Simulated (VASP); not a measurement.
Here is a VASP 6.6.1 calculation.

Contents of INCAR:

```
SYSTEM = GaCo
PREC = Accurate
ENCUT = 520
EDIFF = 1E-7
ISMEAR = 0
SIGMA = 0.15
LREAL = .FALSE.
LASPH = .TRUE.
NELM = 60
ALGO = Fast
ISIF = 2
LWAVE = .FALSE.
LCHARG = .FALSE.
GGA = PS
NBANDS = 18
```

File KPOINTS:

```
regular mesh
0
G
  18 18 18
  0 0 0
```

Contents of POSCAR:

```
GaCo
1.0
    2.6416701490      0.0000000000      0.0000000000
    0.0000000000      2.6416701490      0.0000000000
    0.0000000000      0.0000000000      3.4341711937
Ga Co
1 1
Direct
    0.5000000000      0.5000000000      0.5000000000
    0.0000000000      0.0000000000      0.0000000000
```

Potentials or basis: VASP PAW PBE potentials, release 64 (Ga_d, Co).

Command:

```console
$ cat potpaw_PBE.64/Ga_d/POTCAR potpaw_PBE.64/Co/POTCAR > POTCAR
$ mpirun -np 1 vasp_std > vasp.out
```

(1) What does it give for the band gap on the k mesh?

(2) Estimate the pressure.

Answers

(1) zero (band 11 reaches 11.18 eV, above the bottom of band 12 at 8.76 eV).

(2) -5.8 GPa.

Caveat: the PAW data sets were made with another functional, which shifts forces and pressure a little.
